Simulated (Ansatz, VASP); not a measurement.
## Two plane-wave programs on SiC

```
Si C
1.0
     0.00000    2.22161    2.14936
     2.22161    0.00000    2.14936
     2.22161    2.22161    0.00000
Si C
1 1
Direct
  0.00000 0.00000 0.00000
  0.25000 0.25000 0.25000
```

Change from the starting cell: epitaxial_xy strain +2.0%.

Alike in both runs: task single point; functional r2SCAN; k mesh 10 × 10 × 10; no spin polarisation.

|  | VASP | Ansatz |
| --- | --- | --- |
| version | VASP 6.6.1 | Ansatz 0.2.0 |
| potentials or method | VASP PAW PBE potentials, release 64 (Si, C) | plane waves, PAW |
| plane-wave cutoff (eV) | 520 | 500 |
| occupations | gaussian, width 0.01 eV | fixed |
| valence electrons in the cell | 8 | 8 |

```tsv
	VASP	Ansatz	Ansatz less VASP
gap on the k mesh at the Fermi level (eV)	1.40	1.39	-0.010
pressure (GPa)	-5.9	-5.7	+0.16
traceless stress, the component that is largest in VASP (GPa)	5.75	5.73	-0.026
```

VASP's potentials were made for PBE, not for r2SCAN.
